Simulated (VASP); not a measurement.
A run of VASP 6.6.1:

File INCAR:

```
  PREC = Accurate
  ENCUT = 520
  EDIFF = 1E-6
  ISMEAR = 0
  SIGMA = 0.1
  LREAL = F
  LASPH = T
  NELM = 60
  ALGO = Normal
  ISIF = 2
  LWAVE = F
  LCHARG = F
  GGA = PS
  NBANDS = 38
```

Contents of KPOINTS:

```
Automatic mesh
0
Gamma
  8 8 8
```

Contents of POSCAR:

```
SiNi
1.0
    4.4228428036      0.0000000000      0.0000000000
    0.0000000000      4.4228428036      0.0000000000
    0.0000000000      0.0000000000      4.4228428036
Si Ni
4 4
Direct
    0.8466385677      0.8466385677      0.8466385677
    0.6533614323      0.1533614323      0.3466385677
    0.3466385677      0.6533614323      0.1533614323
    0.1533614323      0.3466385677      0.6533614323
    0.1495841926      0.1495841926      0.1495841926
    0.3504158074      0.8504158074      0.6495841926
    0.6495841926      0.3504158074      0.8504158074
    0.8504158074      0.6495841926      0.3504158074
```

Potentials or basis: VASP PAW PBE potentials, release 64 (Si, Ni).

Command:

```sh
$ cat potpaw_PBE.64/Si/POTCAR potpaw_PBE.64/Ni/POTCAR > POTCAR
$ mpirun -np 1 vasp_std > vasp.out
```

Hardware: 1 thread of Intel(R) Xeon(R) 6975P-C (Granite Rapids) (shared host).

Q: Estimate the wall time of this run.

A: It took 64 s on 1 thread of Intel(R) Xeon(R) 6975P-C (Granite Rapids), on a shared host, peak memory 0.26 GiB. Counts: scf iterations 15, k points 45.
